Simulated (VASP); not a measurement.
# Zn4Se3S (Pmm2) in VASP: a series of runs

Zn4Se3S is run at these levels: PBE; tasks: single point.

All numbers are computed with VASP 6.6.1; they aren't measurements. Logs are shortened: lines on timing, memory, paths and dates and some standing lists are left out, and cuts for length are marked.

## (1) The cell of the first run

The structure is orthorhombic, space group Pmm2 (No. 25). The conventional cell has a = 4.002 Å, b = 8.009 Å, c = 5.657 Å, α = 90.00°, β = 90.00°, γ = 90.00°. Zn (site symmetry m) has 1 S at 2.37 Å and 3 Se at 2.47 to 2.49 Å within 3.1 Å. Zn (site symmetry mm2) has 2 S at 2.39 Å and 2 Se at 2.48 Å within 3.2 Å. Within 3.3 Å of Zn (site symmetry mm2) lie 4 Se at 2.47 Å. Within 3.3 Å of Se (site symmetry m) lie 4 Zn at 2.47 to 2.48 Å. Se (site symmetry mm2) has 4 Zn at 2.47 to 2.49 Å within 3.3 Å. Within 3.1 Å of S (site symmetry mm2) lie 4 Zn at 2.37 to 2.39 Å.

## (2) Single point, PBE

INCAR reads:

```
SYSTEM = Zn4Se3S
ALGO     = Normal         ! electronic algorithm
EDIFF    = 1E-6           ! SCF threshold, eV
ENCUT    = 520            ! plane-wave cutoff, eV
GGA      = PE             ! functional
ISIF     = 2              ! what is computed and relaxed
ISMEAR   = 0              ! smearing method
LASPH    = .True.         ! aspherical terms in the spheres
LCHARG   = .False.        ! write CHGCAR
LREAL    = .False.        ! projectors in reciprocal space
LWAVE    = .False.        ! write WAVECAR
NBANDS   = 46             ! bands
NELM     = 60             ! most SCF steps
PREC     = Accurate       ! precision mode
SIGMA    = 0.02           ! smearing width, eV
```

KPOINTS reads:

```
k-points
0
Gamma
  8 4 6
  0 0 0
```

POSCAR reads:

```
Zn4Se3S
1.0
    4.0015399401      0.0000000000      0.0000000000
    0.0000000000      8.0088896697      0.0000000000
    0.0000000000      0.0000000000      5.6569267423
Zn Se S
4 3 1
Direct
    0.0000000000      0.7407121059      0.9934721515
    0.5000000000      0.5000000000      0.5176930194
    0.0000000000      0.2592878941      0.9934721515
    0.5000000000      0.0000000000      0.4947535128
    0.5000000000      0.7448273870      0.2501231232
    0.5000000000      0.2551726130      0.2501231232
    0.0000000000      0.0000000000      0.7508930150
    0.0000000000      0.5000000000      0.7494699032
```

Potentials or basis: VASP PAW PBE potentials, release 64 (Zn, Se, S).

Launch:

```console
> cat potpaw_PBE.64/Zn/POTCAR potpaw_PBE.64/Se/POTCAR potpaw_PBE.64/S/POTCAR > POTCAR
> mpirun -np 1 vasp_std > vasp.out
```

OUTCAR:

```text
SYSTEM = Zn4Se3S
   EDIFF = 1E-6
   ENCUT = 520
   GGA = PE
   ISIF = 2
   ISMEAR = 0
   LASPH = .True.
   LREAL = .False.
   NELM = 60
   PREC = Accurate

 ion  position               nearest neighbor table
   1  0.000  0.741  0.993-   8 2.37   5 2.47   5 2.47   7 2.49
   2  0.500  0.500  0.518-   8 2.39   8 2.39   5 2.48   6 2.48
   3  0.000  0.259  0.993-   8 2.37   6 2.47   6 2.47   7 2.49
   4  0.500  0.000  0.495-   5 2.47   6 2.47   7 2.47   7 2.47
   5  0.500  0.745  0.250-   4 2.47   1 2.47   1 2.47   2 2.48
   6  0.500  0.255  0.250-   4 2.47   3 2.47   3 2.47   2 2.48
   7  0.000  0.000  0.751-   4 2.47   4 2.47   1 2.49   3 2.49
   8  0.000  0.500  0.749-   1 2.37   3 2.37   2 2.39   2 2.39

  LATTYP: Found a simple orthorhombic cell.
 ALAT       =     4.0015399401
 B/A-ratio  =     1.4136874371
 C/A-ratio  =     2.0014518884

  Lattice vectors:

 A1 = (  -4.0015399401,   0.0000000000,   0.0000000000)
 A2 = (   0.0000000000,   0.0000000000,   5.6569267423)
 A3 = (   0.0000000000,   8.0088896697,   0.0000000000)

Analysis of symmetry for initial positions (statically):
=====================================================================
 Subroutine PRICEL returns:
 Original cell was already a primitive cell.

 Routine SETGRP: Setting up the symmetry group for a
 simple orthorhombic supercell.

 Subroutine GETGRP returns: Found  4 space group operations
 (whereof  4 operations were pure point group operations)
 out of a pool of  8 trial point group operations.

The static configuration has the point symmetry C_2v.

Analysis of symmetry for dynamics (positions and initial velocities):
=====================================================================
 Subroutine PRICEL returns:
 Original cell was already a primitive cell.

 Routine SETGRP: Setting up the symmetry group for a
 simple orthorhombic supercell.

 Subroutine GETGRP returns: Found  4 space group operations
 (whereof  4 operations were pure point group operations)
 out of a pool of  8 trial point group operations.

The dynamic configuration has the point symmetry C_2v.

 Subroutine INISYM returns: Found  4 space group operations
 (whereof  4 operations are pure point group operations),
 and found     1 'primitive' translations

----------------------------------------------------------------------------------------

                                     Primitive cell

  volume of cell :     181.2926

  direct lattice vectors                    reciprocal lattice vectors
     4.001539940  0.000000000  0.000000000     0.249903791  0.000000000  0.000000000
     0.000000000  8.008889670  0.000000000     0.000000000  0.124861253  0.000000000
     0.000000000  0.000000000  5.656926742     0.000000000  0.000000000  0.176774430

  length of vectors
     4.001539940  8.008889670  5.656926742     0.249903791  0.124861253  0.176774430

  position of ions in fractional coordinates (direct lattice)
     0.000000000  0.740712106  0.993472152
     0.500000000  0.500000000  0.517693019
     0.000000000  0.259287894  0.993472152
     0.500000000  0.000000000  0.494753513
     0.500000000  0.744827387  0.250123123
     0.500000000  0.255172613  0.250123123
     0.000000000  0.000000000  0.750893015
     0.000000000  0.500000000  0.749469903

  ion indices of the primitive-cell ions
   primitive index   ion index
                 1           1
                 2           2
                 3           3
                 4           4
                 5           5
                 6           6
                 7           7
                 8           8

----------------------------------------------------------------------------------------

 KPOINTS: k-points

Automatic generation of k-mesh.
 Grid dimensions read from file:
 generate k-points for:    8    4    6

 Generating k-lattice:

  Cartesian coordinates                     Fractional coordinates (reciprocal lattice)
     0.031237974  0.000000000  0.000000000     0.125000000  0.000000000  0.000000000
     0.000000000  0.031215313  0.000000000     0.000000000  0.250000000  0.000000000
     0.000000000  0.000000000  0.029462405     0.000000000  0.000000000  0.166666667

  Length of vectors
     0.031237974  0.031215313  0.029462405

  Shift w.r.t. Gamma in fractional coordinates (k-lattice)
     0.000000000  0.000000000  0.000000000

 Subroutine IBZKPT returns following result:
 ===========================================

 Found     60 irreducible k-points:

 Following reciprocal coordinates:
            Coordinates               Weight
  0.000000  0.000000  0.000000      1.000000
  0.125000  0.000000  0.000000      2.000000
  0.250000  0.000000  0.000000      2.000000
  0.375000  0.000000  0.000000      2.000000
  0.500000  0.000000  0.000000      1.000000
  0.000000  0.250000  0.000000      2.000000
[... 16 lines left out ...]
  0.250000  0.250000  0.166667      8.000000
  0.375000  0.250000  0.166667      8.000000
 [... further k-points ...]
   k-points           NKPTS =     60   k-points in BZ     NKDIM =     60   number of bands    NBANDS=     46
   number of dos      NEDOS =    301   number of ions     NIONS =      8
   total plane-waves  NPLWV =  75600
   dimension x,y,z NGX =    30 NGY =   60 NGZ =   42
   dimension x,y,z NGXF=    60 NGYF=  120 NGZF=   84
   ions per type =               4   3   1
   NGX,Y,Z   is equivalent  to a cutoff of  12.46, 12.45, 12.34 a.u.
   NGXF,Y,Z  is equivalent  to a cutoff of  24.93, 24.91, 24.69 a.u.
 SYSTEM =  Zn4Se3S
   PREC   = accura    normal or accurate (medium, high low for compatibility)
   ISTART =      0    job   : 0-new  1-cont  2-samecut
   ICHARG =      2    charge: 1-file 2-atom 10-const
   ISPIN  =      1    spin polarized calculation?
   LNONCOLLINEAR =      F non collinear calculations
   LSORBIT =      F    spin-orbit coupling
   LASPH  =      T    aspherical Exc in radial PAW
   ENCUT  =  520.0 eV  38.22 Ry    6.18 a.u.   7.44 14.89 10.52*2*pi/ulx,y,z
   NELM   =     60;   NELMIN=  2; NELMDL= -5     # of ELM steps
   EDIFF  = 0.1E-05   stopping-criterion for ELM
   LREAL  =      F    real-space projection
   EDIFFG = 0.1E-04   stopping-criterion for IOM
   NSW    =      0    number of steps for IOM
   IBRION =     -1    ionic relax: 0-MD 1-quasi-New 2-CG
   NFREE  =      0    steps in history (QN), initial steepest desc. (CG)
   ISIF   =      2    stress and relaxation
   ISYM   =      2    0-nonsym 1-usesym 2-fastsym
   POTIM  = 0.5000    time-step for ionic-motion
   TEBEG  =    0.0;   TEEND  =   0.0 temperature during run
   PSTRESS=    0.0 pullay stress
   NELECT =      72.0000    total number of electrons
   NUPDOWN=      -1.0000    fix difference up-down
   EMIN   =  10.00;   EMAX   =-10.00  energy-range for DOS
   EFERMI =   0.00;   METHOD = LEGACY
   ISMEAR =     0;   SIGMA  =   0.02  broadening in eV -4-tet -1-fermi 0-gaus
   EFERMI_NEDOS =   21; number of points for ismear=-14 and -15
   IALGO  =     38    algorithm
   IMIX   =      4    mixing-type and parameters
     AMIX     =   0.40;   BMIX     =  1.00
     AMIX_MAG =   1.60;   BMIX_MAG =  1.00
  volume/ion in A,a.u.               =      22.66       152.93
  Fermi-wavevector in a.u.,A,eV,Ry     =   1.203351  2.274004 19.701966  1.448054
  Thomas-Fermi vector in A             =   2.339107
   LORBIT       =      0    0 simple, 1 ext, 2 COOP (PROOUT), +10 PAW based schemes
   GGA     = PE    functional components
   LHFCALC =     F    Hartree Fock is set to
   AEXX    =    0.0000 exact exchange contribution
   IVDW    =     0    specifies the selected vdW correction
   LEPSILON=     F    determine dielectric tensor
   LRPA    =     F    only Hartree local field effects (RPA)
 non-spin polarized calculation
 Gauss-broadening in eV      SIGMA  =   0.02
  energy-cutoff  :      520.00
  volume of cell :      181.29
 maximum number of plane-waves:      4920
 NGX is ok and might be reduce to    30
   NGX = 15   NGY = 29   NGZ = 21

 number of electron      72.0000051 magnetization

 Free energy of the ion-electron system (eV)
  ---------------------------------------------------
  ext. energy  EPLUGINS =         0.00000000
  ---------------------------------------------------
  free energy    TOTEN  =       -24.90178821 eV

  energy without entropy =      -24.90178821  energy(sigma->0) =      -24.90178821

 E-fermi :   1.6650     XC(G=0):  -9.2585

 val. band max:        1.5254890253   @ k =   0.0000   0.0000   0.0000
 cond. band min:       2.8076577703   @ k =   0.0000   0.0000   0.0000
 fundamental gap:      1.2821687450
 Fermi energy:         1.6650255969

 k-point     1 :       0.0000    0.0000    0.0000
  band No.  band energies     occupation
      1     -11.5699      2.00000
      2     -10.8272      2.00000
      3     -10.8077      2.00000
      4     -10.5359      2.00000
      5      -4.9568      2.00000
      6      -4.9559      2.00000
[... 38 lines left out ...]
     45       7.7080      0.00000
     46       7.9645      0.00000

 k-point     2 :       0.1250    0.0000    0.0000
  band No.  band energies     occupation
      1     -11.5035      2.00000
      2     -10.7902      2.00000
      3     -10.7685      2.00000
      4     -10.5352      2.00000
      5      -4.9566      2.00000
      6      -4.9344      2.00000
[... 38 lines left out ...]
     45       7.5385      0.00000
     46       7.7517      0.00000

 k-point     3 :       0.2500    0.0000    0.0000
  band No.  band energies     occupation
      1     -11.3203      2.00000
      2     -10.7002      2.00000
      3     -10.6703      2.00000
      4     -10.5497      2.00000
      5      -4.9417      2.00000
      6      -4.9167      2.00000
[... 38 lines left out ...]
     45       7.8361      0.00000
     46       8.2610      0.00000

 k-point     4 :       0.3750    0.0000    0.0000
  band No.  band energies     occupation
      1     -11.0690      2.00000
      2     -10.6614      2.00000
      3     -10.5702      2.00000
      4     -10.5666      2.00000
      5      -4.9153      2.00000
      6      -4.9125      2.00000
[... 920 lines left out ...]
     45       7.8772      0.00000
     46       8.1587      0.00000

 k-point    23 :       0.2500    0.2500    0.1667
  band No.  band energies     occupation
      1     -11.2168      2.00000
      2     -10.8553      2.00000
      3     -10.6196      2.00000
      4     -10.5585      2.00000
      5      -4.9348      2.00000
      6      -4.9168      2.00000
[... 38 lines left out ...]
     45       8.3939      0.00000
     46       8.4992      0.00000

 k-point    24 :       0.3750    0.2500    0.1667
  band No.  band energies     occupation
      1     -10.9914      2.00000
      2     -10.7041      2.00000
      3     -10.6404      2.00000
      4     -10.5333      2.00000
      5      -4.9100      2.00000
      6      -4.8990      2.00000
[... 38 lines left out ...]
     45       8.4357      0.00000
     46       8.7163      0.00000

 [... further k-points ...]
[... 5 lines left out ...]
  --------------------------------------------------------------------------------------
  -------------------------------------------------------------------------------------
  Total        0.2163476      0.2086895      0.2155929      0.0000000      0.0000000      0.0000000
  in kB        1.9119767      1.8442979      1.9053076      0.0000000      0.0000000      0.0000000
  external PRESSURE =       1.8871941 kB  Pullay stress =       0.0000000 kB

 VOLUME and BASIS-vectors are now :
 -----------------------------------------------------------------------------
  energy-cutoff  :      520.00
  volume of cell :      181.29
      direct lattice vectors                 reciprocal lattice vectors
     4.001539940  0.000000000  0.000000000     0.249903791  0.000000000  0.000000000
     0.000000000  8.008889670  0.000000000     0.000000000  0.124861253  0.000000000
     0.000000000  0.000000000  5.656926742     0.000000000  0.000000000  0.176774430

 POSITION                                       TOTAL-FORCE (eV/Angst)
 -----------------------------------------------------------------------------------
      0.00000      5.93228      5.62000        -0.000000     -0.002816     -0.003772
      2.00077      4.00444      2.92855        -0.000000      0.000000      0.004182
      0.00000      2.07661      5.62000        -0.000000      0.002816     -0.003772
      2.00077      0.00000      2.79878        -0.000000      0.000000     -0.000207
      2.00077      5.96524      1.41493         0.000000     -0.001159      0.000686
      2.00077      2.04365      1.41493         0.000000      0.001159      0.000686
      0.00000      0.00000      4.24775        -0.000000      0.000000      0.001592
      0.00000      4.00444      4.23970        -0.000000      0.000000      0.000605
 -----------------------------------------------------------------------------------
    total drift:                                0.000000      0.000000     -0.000597

  FREE ENERGIE OF THE ION-ELECTRON SYSTEM (eV)
  ---------------------------------------------------
  free  energy   TOTEN  =       -24.9017882144 eV

  energy  without entropy=      -24.9017882144  energy(sigma->0) =      -24.90178821
```

Run time: 14 min. Hardware: 1 thread of Intel Xeon 8259CL, shared host; peak memory 0.53 GiB.

Results:

```
Free energy            : -24.9018 eV
Pressure               : 0.2 GPa
Largest force          : 0.005 eV/Å
Band gap on the k mesh : 1.28 eV
```

Forces on the atoms (eV/Å):
```
Zn   0.000 -0.003 -0.004
Zn   0.000  0.000  0.004
Zn   0.000  0.003 -0.004
Zn   0.000  0.000  0.000
Se   0.000 -0.001  0.001
Se   0.000  0.001  0.001
Se   0.000  0.000  0.002
S    0.000  0.000  0.001
```

Levels at points of the mesh, in eV from the valence-band top:
```csv
k point,band 32,band 33,band 34,band 35,band 36,band 37,band 38,band 39,band 40,band 41
"(0.00, 0.00, 0.00)",-1.08,-0.75,-0.07,-0.05,0.00,1.28,3.07,3.51,4.09,4.27
"(0.50, 0.00, 0.00)",-2.12,-2.11,-2.05,-1.06,-0.75,2.97,3.19,3.53,3.55,4.05
"(0.00, 0.50, 0.00)",-1.58,-1.01,-0.79,-0.37,-0.07,2.96,3.05,3.59,3.82,5.32
"(0.50, 0.50, 0.00)",-2.18,-2.03,-1.85,-1.82,-1.69,4.07,4.16,4.23,4.26,4.44
"(0.00, 0.00, 0.50)",-1.08,-0.90,-0.84,-0.82,-0.70,2.54,2.67,3.82,3.94,4.11
"(0.50, 0.00, 0.50)",-2.55,-1.05,-0.90,-0.87,-0.71,2.54,2.65,5.41,5.45,5.46
"(0.00, 0.50, 0.50)",-1.16,-0.99,-0.91,-0.89,-0.88,3.22,3.45,3.52,3.56,5.72
"(0.50, 0.50, 0.50)",-2.22,-1.62,-1.50,-1.36,-1.31,4.05,4.25,4.26,4.30,5.48
```

## (3) Single point, PBE

This run uses another cell than the first one, of 20.88 Å³/atom.

INCAR reads:

```
  ALGO = Normal
  EDIFF = 1E-7
  ENCUT = 520
  GGA = PE
  ISIF = 2
  ISMEAR = 0
  LASPH = True
  LCHARG = False
  LREAL = False
  LWAVE = False
  NBANDS = 46
  NELM = 60
  PREC = Accurate
  SIGMA = 0.1
```

KPOINTS reads:

```
k-points
0
Gamma
  4 2 4
```

POSCAR reads:

```
Zn4Se3S
1.0
    3.8940405000      0.0000000000      0.0000000000
    0.0000000000      7.7880810100      0.0000000000
    0.0000000000      0.0000000000      5.5070048900
Zn Se S
4 3 1
Direct
    0.0000000000      0.7500000000      0.0000000000
    0.5000000000      0.5000000000      0.5000000000
    0.0000000000      0.2500000000      0.0000000000
    0.5000000000      0.0000000000      0.5000000000
    0.5000000000      0.7500000000      0.2500000000
    0.5000000000      0.2500000000      0.2500000000
    0.0000000000      0.0000000000      0.7500000000
    0.0000000000      0.5000000000      0.7500000000
```

Potentials or basis: VASP PAW PBE potentials, release 64 (Zn, Se, S).

Launch:

```console
> cat potpaw_PBE.64/Zn/POTCAR potpaw_PBE.64/Se/POTCAR potpaw_PBE.64/S/POTCAR > POTCAR
> mpirun -np 1 vasp_std > vasp.out
```

Wall time 5.3 min (1 thread of Intel Xeon 8259CL, shared host); peak memory 0.32 GiB.

It converged, with:

* Free energy: -24.4396 eV
* Pressure: 6.6 GPa
* Largest force: 0.783 eV/Å
* Band gap on the k mesh: 1.69 eV

Forces in eV/Å, atoms in the order of the input:
```
Zn   0.000 -0.578 -0.389
Zn   0.000  0.000  0.783
Zn   0.000  0.578 -0.389
Zn   0.000  0.000 -0.005
Se   0.000 -0.091  0.002
Se   0.000  0.091  0.002
Se   0.000  0.000 -0.020
S    0.000  0.000  0.016
```

Stress tensor (GPa, compression positive):
```
6.75 0.00 0.00
0.00 6.70 0.00
0.00 0.00 6.26
```

Levels at points of the mesh, in eV from the valence-band top:
| k point | band 33 | band 34 | band 35 | band 36 | band 37 | band 38 | band 39 | band 40 |
| --- | --- | --- | --- | --- | --- | --- | --- | --- |
| (0.00, 0.00, 0.00) | -0.93 | -0.02 | -0.02 | 0.00 | 1.69 | 2.94 | 3.58 | 4.39 |
| (0.50, 0.00, 0.00) | -2.40 | -2.39 | -1.08 | -0.93 | 2.88 | 2.99 | 3.57 | 3.58 |
| (0.00, 0.50, 0.00) | -1.06 | -0.92 | -0.33 | -0.13 | 3.38 | 3.45 | 3.61 | 3.69 |
| (0.50, 0.50, 0.00) | -2.15 | -2.09 | -2.08 | -2.08 | 4.11 | 4.13 | 4.15 | 4.29 |
| (0.00, 0.00, 0.50) | -1.02 | -1.00 | -0.92 | -0.88 | 2.75 | 2.85 | 3.98 | 4.03 |
| (0.50, 0.00, 0.50) | -1.04 | -0.99 | -0.94 | -0.88 | 2.75 | 2.85 | 5.35 | 5.66 |
| (0.00, 0.50, 0.50) | -1.24 | -1.15 | -1.12 | -1.11 | 3.57 | 3.71 | 3.72 | 3.79 |
| (0.50, 0.50, 0.50) | -1.68 | -1.62 | -1.59 | -1.57 | 4.33 | 4.52 | 4.59 | 4.60 |

Caveat: the cell stands under pressure.
